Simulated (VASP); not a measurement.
# Re (P6_3/mmc) in VASP: a series of runs, part 2 of 2

VASP 6.6.1. The steps go on from the part before.

### Step 3. Electric field gradients, LDA

This run uses another cell than the first one, of 12.21 Å³/atom, 1.031 times its volume.

Input file INCAR:

```
SYSTEM = Re
PREC = Accurate
ENCUT = 520
EDIFF = 1E-8
ISMEAR = -1
SIGMA = 0.05
LREAL = .False.
LASPH = .True.
NELM = 60
ALGO = Normal
ISIF = 2
LWAVE = .False.
LCHARG = .False.
GGA = CA
LEFG = .True.
NBANDS = 14
```

Input file KPOINTS:

```
Automatic mesh
0
Gamma
  14 14 8
  0 0 0
```

Input file POSCAR:

```
Re
1.0
    2.6029010724      0.0000000000      0.0000000000
   -1.3014505362      2.2541784522      0.0000000000
    0.0000000000      0.0000000000      4.1620000000
Re
2
Direct
    0.3333333333      0.6666666667      0.2500000000
    0.6666666667      0.3333333333      0.7500000000
```

Potentials or basis: VASP PAW LDA potentials, release 64 (Re).

Launch:

```
> cat potpaw_LDA.64/Re/POTCAR > POTCAR
> mpirun -np 1 vasp_std > vasp.out
```

OUTCAR:

```text
SYSTEM = Re
   PREC = Accurate
   ENCUT = 520
   EDIFF = 1E-8
   ISMEAR = -1
   LREAL = .False.
   LASPH = .True.
   NELM = 60
   ISIF = 2
   GGA = CA

 ion  position               nearest neighbor table
   1  0.333  0.667  0.250-   2 2.57   2 2.57   2 2.57   2 2.57   2 2.57   2 2.57
   2  0.667  0.333  0.750-   1 2.57   1 2.57   1 2.57   1 2.57   1 2.57   1 2.57

  LATTYP: Found a hexagonal cell.
 ALAT       =     2.6029010724
 C/A-ratio  =     1.5989850879

  Lattice vectors:

 A1 = (   2.6029010724,   0.0000000000,   0.0000000000)
 A2 = (  -1.3014505362,   2.2541784522,   0.0000000000)
 A3 = (   0.0000000000,   0.0000000000,   4.1620000000)

Analysis of symmetry for initial positions (statically):
=====================================================================
 Subroutine PRICEL returns:
 Original cell was already a primitive cell.

 Routine SETGRP: Setting up the symmetry group for a
 hexagonal supercell.

 Subroutine GETGRP returns: Found 24 space group operations
 (whereof 12 operations were pure point group operations)
 out of a pool of 24 trial point group operations.

The static configuration has the point symmetry D_3d.
 The point group associated with its full space group is D_6h.

Analysis of symmetry for dynamics (positions and initial velocities):
=====================================================================
 Subroutine PRICEL returns:
 Original cell was already a primitive cell.

 Routine SETGRP: Setting up the symmetry group for a
 hexagonal supercell.

 Subroutine GETGRP returns: Found 24 space group operations
 (whereof 12 operations were pure point group operations)
 out of a pool of 24 trial point group operations.

[... 169 lines left out ...]
     12      14.6453      0.00000
     13      23.1284      0.00000
     14      24.7008      0.00000
[... 377 lines left out ...]
      1       3.4752      2.00000
      2       5.3825      2.00000
      3       5.4267      2.00000
      4       6.5166      2.00000
      5       7.5681      2.00000
      6       8.0062      2.00000
      7      10.3671      1.21495
      8      14.0760      0.00000
      9      14.7378      0.00000
     10      15.1084      0.00000
     11      18.5638      0.00000
     12      18.7119      0.00000
     13      20.7579      0.00000
     14      27.6467      0.00000

 [... further k-points ...]
[... 5 lines left out ...]
  --------------------------------------------------------------------------------------
  -------------------------------------------------------------------------------------
  Total       14.4102535     14.4102535     15.4369759     -0.0000000     -0.0000000     -0.0000000
  in kB      945.4404346    945.4404345   1012.8025276     -0.0000000     -0.0000000     -0.0000000
  external PRESSURE =     967.8944656 kB  Pullay stress =       0.0000000 kB

 VOLUME and BASIS-vectors are now :
 -----------------------------------------------------------------------------
  energy-cutoff  :      520.00
  volume of cell :       24.42
      direct lattice vectors                 reciprocal lattice vectors
     2.602901072  0.000000000  0.000000000     0.384186710  0.221810301  0.000000000
    -1.301450536  2.254178452  0.000000000     0.000000000  0.443620601  0.000000000
     0.000000000  0.000000000  4.162000000     0.000000000  0.000000000  0.240269101

 POSITION                                       TOTAL-FORCE (eV/Angst)
 -----------------------------------------------------------------------------------
     -0.00000      1.50279      1.04050        -0.000000      0.000000      0.000000
      1.30145      0.75139      3.12150         0.000000     -0.000000      0.000000
 -----------------------------------------------------------------------------------
    total drift:                                0.000000     -0.000000     -0.000000

  FREE ENERGIE OF THE ION-ELECTRON SYSTEM (eV)
  ---------------------------------------------------
  free  energy   TOTEN  =       -26.3921812778 eV

  energy  without entropy=      -26.3814325356  energy(sigma->0) =      -26.38680691

 Electric field gradients (V/A^2)
---------------------------------------------------------------------
 ion       V_xx      V_yy      V_zz      V_xy      V_xz      V_yz
---------------------------------------------------------------------
   1      51.129    51.129  -102.258     0.000     0.000    -0.000
   2      51.129    51.129  -102.258     0.000    -0.000     0.000
---------------------------------------------------------------------

 Electric field gradients after diagonalization (V/A^2)
 (convention: |V_zz| > |V_xx| > |V_yy|)
----------------------------------------------------------------------
 ion       V_xx      V_yy      V_zz     asymmetry (V_yy - V_xx)/ V_zz
----------------------------------------------------------------------
   1      51.129    51.129  -102.258       0.000
   2      51.129    51.129  -102.258       0.000
----------------------------------------------------------------------

           NMR quadrupolar parameters

 Cq : quadrupolar parameter    Cq=e*Q*V_zz/h
 eta: asymmetry parameters     (V_yy - V_xx)/ V_zz
 Q  : nuclear electric quadrupole moment in mb (millibarn)
----------------------------------------------------------------------
 ion       Cq(MHz)       eta       Q (mb)
----------------------------------------------------------------------
   1      -0.247       0.000       1.000
   2      -0.247       0.000       1.000
----------------------------------------------------------------------
```

OSZICAR:

```text
N       E                     dE             d eps       ncg     rms          rms(c)
DAV:   1     0.921761714875E+02    0.92176E+02   -0.61940E+03  4114   0.107E+03
DAV:   2    -0.213017283763E+02   -0.11348E+03   -0.94809E+02  5006   0.358E+02
DAV:   3    -0.275350153528E+02   -0.62333E+01   -0.56438E+01  5726   0.114E+02
DAV:   4    -0.276116540136E+02   -0.76639E-01   -0.76438E-01  4730   0.735E+00
DAV:   5    -0.276120407995E+02   -0.38679E-03   -0.38673E-03  5732   0.980E-01    0.595E+01
DAV:   6    -0.267636226704E+02    0.84842E+00   -0.34850E-01  5766   0.917E+00    0.306E+01
DAV:   7    -0.263974675511E+02    0.36616E+00   -0.38045E-01  5698   0.903E+00    0.844E-01
DAV:   8    -0.263928924799E+02    0.45751E-02   -0.39072E-03  5388   0.533E-01    0.226E-01
DAV:   9    -0.263921886882E+02    0.70379E-03   -0.91024E-04  5352   0.328E-01    0.322E-02
DAV:  10    -0.263921851623E+02    0.35259E-05   -0.29292E-05  5316   0.452E-02    0.164E-02
DAV:  11    -0.263921813240E+02    0.38383E-05   -0.12952E-06  5572   0.208E-02    0.292E-03
DAV:  12    -0.263921812769E+02    0.47081E-07   -0.51115E-08  5472   0.464E-03    0.704E-04
DAV:  13    -0.263921812778E+02   -0.87221E-09   -0.57149E-10  2580   0.771E-04
   1 F= -.26392181E+02 E0= -.26386807E+02  d E =-.107487E-01
```

It took 30 s on 1 thread of Intel Xeon Platinum 8259CL at 2.50GHz (Skylake/Cascade Lake), shared host; peak memory 0.15 GiB.

What came out:

```yaml
Free_energy: -26.3922 eV
Pressure: 96.8 GPa
Band_gap_on_the_k_mesh: zero (band 7 reaches 12.30 eV, above the bottom of band 8 at 7.98 eV)
```

Stress tensor (GPa, compression positive):
```
 94.54   0.00   0.00
  0.00  94.54   0.00
  0.00   0.00 101.28
```

Levels at points of the mesh, in eV from the Fermi level:
| k point | band 5 | band 6 | band 7 | band 8 | band 9 | band 10 |
| --- | --- | --- | --- | --- | --- | --- |
| (0.00, 0.00, 0.00) | -2.02 | -1.05 | -1.05 | 0.02 | 0.02 | 1.51 |
| (0.50, 0.00, 0.00) | -1.61 | -1.52 | -0.60 | 5.10 | 5.86 | 5.88 |
| (0.00, 0.00, 0.50) | -2.41 | -2.41 | -2.41 | -2.41 | 3.31 | 3.31 |
| (0.50, 0.00, 0.50) | 0.35 | 0.35 | 1.58 | 1.58 | 5.55 | 5.55 |

Electric field gradients, principal values (V/Å²):
| atom | least | middle | greatest (by size) |
| --- | --- | --- | --- |
| 1 Re | 51.129 | 51.129 | -102.258 |
| 2 Re | 51.129 | 51.129 | -102.258 |

Caveat: without QUAD_EFG the Cq values of the log hold for a quadrupole moment of 1 mb, not for the nuclei; spin-orbit coupling is left out, which moves the levels of the heavy elements.

### Step 4. Electric field gradients, LDA

This run uses another cell than the first one, of 12.21 Å³/atom, 1.031 times its volume.

INCAR: that of step 3 with these lines changed.

```diff
@@ -13,3 +13,2 @@
 LCHARG = .False.
-GGA = CA
 LEFG = .True.
```

Input file KPOINTS:

```
regular mesh
0
Gamma
  14 14 8
  0 0 0
```

POSCAR is that of step 3.

Potentials or basis: VASP PAW LDA potentials, release 64 (Re).

Launch:

```
> cat potpaw_LDA.64/Re/POTCAR > POTCAR
> mpirun -np 1 vasp_std > vasp.out
```

OUTCAR:

```text
SYSTEM = Re
   PREC = Accurate
   ENCUT = 520
   EDIFF = 1E-8
   ISMEAR = -1
   LREAL = .False.
   LASPH = .True.
   NELM = 60
   ISIF = 2

 ion  position               nearest neighbor table
   1  0.333  0.667  0.250-   2 2.57   2 2.57   2 2.57   2 2.57   2 2.57   2 2.57
   2  0.667  0.333  0.750-   1 2.57   1 2.57   1 2.57   1 2.57   1 2.57   1 2.57

  LATTYP: Found a hexagonal cell.
 ALAT       =     2.6029010724
 C/A-ratio  =     1.5989850879

  Lattice vectors:

 A1 = (   2.6029010724,   0.0000000000,   0.0000000000)
 A2 = (  -1.3014505362,   2.2541784522,   0.0000000000)
 A3 = (   0.0000000000,   0.0000000000,   4.1620000000)

Analysis of symmetry for initial positions (statically):
=====================================================================
 Subroutine PRICEL returns:
 Original cell was already a primitive cell.

 Routine SETGRP: Setting up the symmetry group for a
 hexagonal supercell.

 Subroutine GETGRP returns: Found 24 space group operations
 (whereof 12 operations were pure point group operations)
[... 598 lines left out ...]
     2.602901072  0.000000000  0.000000000     0.384186710  0.221810301  0.000000000
    -1.301450536  2.254178452  0.000000000     0.000000000  0.443620601  0.000000000
     0.000000000  0.000000000  4.162000000     0.000000000  0.000000000  0.240269101

 POSITION                                       TOTAL-FORCE (eV/Angst)
 -----------------------------------------------------------------------------------
     -0.00000      1.50279      1.04050        -0.000000      0.000000      0.000000
      1.30145      0.75139      3.12150         0.000000     -0.000000      0.000000
 -----------------------------------------------------------------------------------
    total drift:                                0.000000     -0.000000     -0.000000

  FREE ENERGIE OF THE ION-ELECTRON SYSTEM (eV)
  ---------------------------------------------------
  free  energy   TOTEN  =       -26.3921812778 eV

  energy  without entropy=      -26.3814325356  energy(sigma->0) =      -26.38680691

 Electric field gradients (V/A^2)
---------------------------------------------------------------------
 ion       V_xx      V_yy      V_zz      V_xy      V_xz      V_yz
---------------------------------------------------------------------
   1      51.129    51.129  -102.258     0.000     0.000    -0.000
   2      51.129    51.129  -102.258     0.000    -0.000     0.000
---------------------------------------------------------------------

 Electric field gradients after diagonalization (V/A^2)
 (convention: |V_zz| > |V_xx| > |V_yy|)
----------------------------------------------------------------------
 ion       V_xx      V_yy      V_zz     asymmetry (V_yy - V_xx)/ V_zz
----------------------------------------------------------------------
   1      51.129    51.129  -102.258       0.000
   2      51.129    51.129  -102.258       0.000
----------------------------------------------------------------------

           NMR quadrupolar parameters

 Cq : quadrupolar parameter    Cq=e*Q*V_zz/h
 eta: asymmetry parameters     (V_yy - V_xx)/ V_zz
 Q  : nuclear electric quadrupole moment in mb (millibarn)
----------------------------------------------------------------------
 ion       Cq(MHz)       eta       Q (mb)
----------------------------------------------------------------------
   1      -0.247       0.000       1.000
   2      -0.247       0.000       1.000
----------------------------------------------------------------------
```

OSZICAR:

```text
N       E                     dE             d eps       ncg     rms          rms(c)
DAV:   1     0.921761714875E+02    0.92176E+02   -0.61940E+03  4114   0.107E+03
DAV:   2    -0.213017283763E+02   -0.11348E+03   -0.94809E+02  5006   0.358E+02
DAV:   3    -0.275350153528E+02   -0.62333E+01   -0.56438E+01  5726   0.114E+02
DAV:   4    -0.276116540136E+02   -0.76639E-01   -0.76438E-01  4730   0.735E+00
DAV:   5    -0.276120407995E+02   -0.38679E-03   -0.38673E-03  5732   0.980E-01    0.595E+01
DAV:   6    -0.267636226704E+02    0.84842E+00   -0.34850E-01  5766   0.917E+00    0.306E+01
DAV:   7    -0.263974675511E+02    0.36616E+00   -0.38045E-01  5698   0.903E+00    0.844E-01
DAV:   8    -0.263928924799E+02    0.45751E-02   -0.39072E-03  5388   0.533E-01    0.226E-01
DAV:   9    -0.263921886882E+02    0.70379E-03   -0.91024E-04  5352   0.328E-01    0.322E-02
DAV:  10    -0.263921851623E+02    0.35259E-05   -0.29292E-05  5316   0.452E-02    0.164E-02
DAV:  11    -0.263921813240E+02    0.38383E-05   -0.12952E-06  5572   0.208E-02    0.292E-03
DAV:  12    -0.263921812769E+02    0.47081E-07   -0.51115E-08  5472   0.464E-03    0.704E-04
DAV:  13    -0.263921812778E+02   -0.87221E-09   -0.57149E-10  2580   0.771E-04
   1 F= -.26392181E+02 E0= -.26386807E+02  d E =-.107487E-01
```

Wall time 31 s (1 thread of Intel Xeon Platinum 8259CL at 2.50GHz (Skylake/Cascade Lake), shared host); peak memory 0.15 GiB.

Results:

| Item | Value |
| --- | --- |
| Free energy | -26.3922 eV |
| Pressure | 96.8 GPa |
| Band gap on the k mesh | zero (band 7 reaches 12.30 eV, above the bottom of band 8 at 7.98 eV) |

Stress tensor (GPa, compression positive):
```
 94.54   0.00   0.00
  0.00  94.54   0.00
  0.00   0.00 101.28
```

Levels at points of the mesh, in eV from the Fermi level:
| k point | band 5 | band 6 | band 7 | band 8 | band 9 | band 10 |
| --- | --- | --- | --- | --- | --- | --- |
| (0.00, 0.00, 0.00) | -2.02 | -1.05 | -1.05 | 0.02 | 0.02 | 1.51 |
| (0.50, 0.00, 0.00) | -1.61 | -1.52 | -0.60 | 5.10 | 5.86 | 5.88 |
| (0.00, 0.00, 0.50) | -2.41 | -2.41 | -2.41 | -2.41 | 3.31 | 3.31 |
| (0.50, 0.00, 0.50) | 0.35 | 0.35 | 1.58 | 1.58 | 5.55 | 5.55 |

Electric field gradients, principal values (V/Å²):
```tsv
atom	least	middle	greatest (by size)
1 Re	51.129	51.129	-102.258
2 Re	51.129	51.129	-102.258
```

Caveat: without QUAD_EFG the Cq values of the log hold for a quadrupole moment of 1 mb, not for the nuclei; spin-orbit coupling is left out, which moves the levels of the heavy elements.
